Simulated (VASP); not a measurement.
# Na (Im-3m) in VASP: electric field gradients with PBE0

Aim: the electric field gradients of Na with PBE0.

Everything below comes from runs of VASP 6.6.1. Logs are shortened: lines on timing, memory, paths and dates and some standing lists are left out, and cuts for length are marked.

## Step 1: The cell of the first run

Symmetry: Im-3m, No. 229, cubic system. The conventional cell has a = 4.282 Å, b = 4.282 Å, c = 4.282 Å, α = 90.00°, β = 90.00°, γ = 90.00°. Within 4.9 Å of Na (site symmetry m-3m) lie 14 Na at 3.71 to 4.28 Å.

## Step 2: Electric field gradients, PBE0

The input, POSCAR:

```
Na
1.0
   -2.1410000000      2.1410000000      2.1410000000
    2.1410000000     -2.1410000000      2.1410000000
    2.1410000000      2.1410000000     -2.1410000000
Na
1
Direct
    0.0000000000      0.0000000000      0.0000000000
```

The input, INCAR.step1:

```
SYSTEM = Na
PREC     = Accurate       ! precision mode
ENCUT    = 400            ! plane-wave cutoff, eV
ISMEAR   = -1             ! smearing method
SIGMA    = 0.01           ! smearing width, eV
LREAL    = .False.        ! projectors in reciprocal space
LASPH    = .True.         ! aspherical terms in the spheres
NELM     = 120            ! most SCF steps
ALGO     = Normal         ! electronic algorithm
ISIF     = 2              ! what is computed and relaxed
LWAVE    = .True.         ! write WAVECAR
LCHARG   = .False.        ! write CHGCAR
GGA      = PE             ! functional
EDIFF    = 1E-5           ! SCF threshold, eV
NBANDS   = 10             ! bands
GGA_COMPAT= .False.
```

The input, INCAR.step2:

```
SYSTEM = Na
PREC     = Accurate       ! precision mode
ENCUT    = 400            ! plane-wave cutoff, eV
EDIFF    = 1E-8           ! SCF threshold, eV
ISMEAR   = -1             ! smearing method
SIGMA    = 0.01           ! smearing width, eV
LREAL    = .False.        ! projectors in reciprocal space
LASPH    = .True.         ! aspherical terms in the spheres
NELM     = 120            ! most SCF steps
ALGO     = Normal         ! electronic algorithm
ISIF     = 2              ! what is computed and relaxed
LWAVE    = .False.        ! write WAVECAR
LCHARG   = .False.        ! write CHGCAR
GGA      = PE             ! functional
LHFCALC  = .True.         ! exact exchange
AEXX     = 0.25           ! exact-exchange fraction
PRECFOCK = Normal       
LEFG     = .True.       
ISTART   = 1            
NBANDS   = 10             ! bands
GGA_COMPAT= .False.
```

The input, KPOINTS:

```
regular mesh
0
Gamma
  6 6 6
  0 0 0
```

Potentials or basis: VASP PAW PBE potentials, release 64 (Na_pv).

The run is started by

```sh
$ cat potpaw_PBE.64/Na_pv/POTCAR > POTCAR
$ cp INCAR.step1 INCAR
$ mpirun -np 1 vasp_std > vasp.out
$ cp INCAR.step2 INCAR
$ mpirun -np 1 vasp_std > vasp.out
```

OUTCAR:

```text
SYSTEM = Na
   PREC = Accurate
   ENCUT = 400
   EDIFF = 1E-8
   ISMEAR = -1
   LREAL = .False.
   LASPH = .True.
   NELM = 120
   ISIF = 2
   GGA = PE
   LHFCALC = .True.
   AEXX = 0.25
   PRECFOCK = Normal
   ISTART = 1

 ion  position               nearest neighbor table
   1  0.000  0.000  0.000-

  LATTYP: Found a body centered cubic cell.
 ALAT       =     4.2820000000

  Lattice vectors:

 A1 = (  -2.1410000000,   2.1410000000,   2.1410000000)
 A2 = (   2.1410000000,  -2.1410000000,   2.1410000000)
 A3 = (   2.1410000000,   2.1410000000,  -2.1410000000)

Analysis of symmetry for initial positions (statically):
=====================================================================
 Subroutine PRICEL returns:
 Original cell was already a primitive cell.

 Routine SETGRP: Setting up the symmetry group for a
 body centered cubic supercell.

 Subroutine GETGRP returns: Found 48 space group operations
 (whereof 48 operations were pure point group operations)
 out of a pool of 48 trial point group operations.

The static configuration has the point symmetry O_h .

Analysis of symmetry for dynamics (positions and initial velocities):
=====================================================================
 Subroutine PRICEL returns:
 Original cell was already a primitive cell.

 Routine SETGRP: Setting up the symmetry group for a
 body centered cubic supercell.

 Subroutine GETGRP returns: Found 48 space group operations
 (whereof 48 operations were pure point group operations)
 out of a pool of 48 trial point group operations.

The dynamic configuration has the point symmetry O_h .

 Subroutine INISYM returns: Found 48 space group operations
 (whereof 48 operations are pure point group operations),
 and found     1 'primitive' translations

----------------------------------------------------------------------------------------

                                     Primitive cell

  volume of cell :      39.2564

  direct lattice vectors                    reciprocal lattice vectors
    -2.141000000  2.141000000  2.141000000     0.000000000  0.233535731  0.233535731
     2.141000000 -2.141000000  2.141000000     0.233535731  0.000000000  0.233535731
     2.141000000  2.141000000 -2.141000000     0.233535731  0.233535731  0.000000000

[... 121 lines left out ...]
  ext. energy  EPLUGINS =         0.00000000
  ---------------------------------------------------
  free energy    TOTEN  =        -1.51133424 eV

  energy without entropy =       -1.50828840  energy(sigma->0) =       -1.50981132

 E-fermi :   0.2537     XC(G=0):  -5.0300

 val. band max:       -0.5441589739   @ k =   0.1667   0.1667   0.1667
 cond. band min:       0.2561703230   @ k =   0.3333   0.1667   0.0000
 fundamental gap:      0.8003292969
 Fermi energy:         0.2536571787

 k-point     1 :       0.0000    0.0000    0.0000
  band No.  band energies     occupation
      1     -28.1945      2.00000
      2     -28.1945      2.00000
      3     -28.1945      2.00000
      4      -3.9946      2.00000
      5      12.5105      0.00000
      6      12.5105      0.00000
      7      12.5105      0.00000
      8      13.4443      0.00000
      9      13.4443      0.00000
     10      13.9192      0.00000
[... 183 lines left out ...]
 k-point    16 :       0.5000    0.5000    0.5000
  band No.  band energies     occupation
      1     -28.2135      2.00000
      2     -28.2135      2.00000
      3     -28.2135      2.00000
      4       5.3361      0.00000
      5       5.3361      0.00000
      6       5.6734      0.00000
      7       5.6734      0.00000
      8       5.6734      0.00000
      9       8.4152      0.00000
     10      20.1112      0.00000

------------------------ aborting loop because EDIFF is reached ----------------------------------------

  FORCE on cell =-STRESS in cart. coord.  units (eV):
  Direction    XX          YY          ZZ          XY          YZ          ZX
  --------------------------------------------------------------------------------------
  -------------------------------------------------------------------------------------
  Total       -0.0890286     -0.0890286     -0.0890286     -0.0000000     -0.0000000     -0.0000000
  in kB       -3.6335425     -3.6335425     -3.6335425     -0.0000000     -0.0000000     -0.0000000
  external PRESSURE =      -3.6335425 kB  Pullay stress =       0.0000000 kB

 VOLUME and BASIS-vectors are now :
 -----------------------------------------------------------------------------
  energy-cutoff  :      400.00
  volume of cell :       39.26
      direct lattice vectors                 reciprocal lattice vectors
    -2.141000000  2.141000000  2.141000000     0.000000000  0.233535731  0.233535731
     2.141000000 -2.141000000  2.141000000     0.233535731  0.000000000  0.233535731
     2.141000000  2.141000000 -2.141000000     0.233535731  0.233535731  0.000000000

 POSITION                                       TOTAL-FORCE (eV/Angst)
 -----------------------------------------------------------------------------------
      0.00000      0.00000      0.00000        -0.000000     -0.000000      0.000000
 -----------------------------------------------------------------------------------
    total drift:                                0.000000     -0.000000     -0.000000

  FREE ENERGIE OF THE ION-ELECTRON SYSTEM (eV)
  ---------------------------------------------------
  free  energy   TOTEN  =        -1.5113342415 eV

  energy  without entropy=       -1.5082884006  energy(sigma->0) =       -1.50981132

 Electric field gradients (V/A^2)
---------------------------------------------------------------------
 ion       V_xx      V_yy      V_zz      V_xy      V_xz      V_yz
---------------------------------------------------------------------
   1      -0.000    -0.000     0.000    -0.000    -0.000    -0.000
---------------------------------------------------------------------

 Electric field gradients after diagonalization (V/A^2)
 (convention: |V_zz| > |V_xx| > |V_yy|)
----------------------------------------------------------------------
 ion       V_xx      V_yy      V_zz     asymmetry (V_yy - V_xx)/ V_zz
----------------------------------------------------------------------
   1       0.000     0.000    -0.000       0.162
----------------------------------------------------------------------

           NMR quadrupolar parameters

 Cq : quadrupolar parameter    Cq=e*Q*V_zz/h
 eta: asymmetry parameters     (V_yy - V_xx)/ V_zz
 Q  : nuclear electric quadrupole moment in mb (millibarn)
----------------------------------------------------------------------
 ion       Cq(MHz)       eta       Q (mb)
----------------------------------------------------------------------
   1      -0.000       0.162       1.000
----------------------------------------------------------------------
```

OUTCAR.step1:

```text
SYSTEM = Na
   PREC = Accurate
   ENCUT = 400
   ISMEAR = -1
   LREAL = .False.
   LASPH = .True.
[... 414 lines left out ...]
 -----------------------------------------------------------------------------------
      0.00000      0.00000      0.00000        -0.000000      0.000000     -0.000000
 -----------------------------------------------------------------------------------
    total drift:                               -0.000000      0.000000      0.000000

  FREE ENERGIE OF THE ION-ELECTRON SYSTEM (eV)
  ---------------------------------------------------
  free  energy   TOTEN  =        -1.2694715360 eV

  energy  without entropy=       -1.2664256951  energy(sigma->0) =       -1.26794862
```

Wall time 10 min (1 thread of Intel Xeon Platinum 8259CL at 2.50GHz (Skylake/Cascade Lake), shared host); peak memory 0.14 GiB.

Results:

- Free energy: -1.5113 eV
- Pressure: -0.4 GPa
- Band gap on the k mesh: zero (an odd number of electrons rules out a gap without spin polarisation)
- Largest electric field gradient by atom: under 0.05 V/Å² on every atom

Levels at points of the mesh, in eV from the Fermi level:
```tsv
k point	band 1	band 2	band 3	band 4	band 5	band 6
(0.00, 0.00, 0.00)	-28.45	-28.45	-28.45	-4.25	12.26	12.26
(0.50, 0.00, 0.00)	-28.48	-28.46	-28.45	1.03	1.56	8.77
(0.50, 0.50, 0.50)	-28.47	-28.47	-28.47	5.08	5.08	5.42
```

Caveat: the PAW data sets were made with another functional, which shifts forces and pressure a little.

The gap in the log of VASP goes by the Fermi energy; the results here count the filled bands.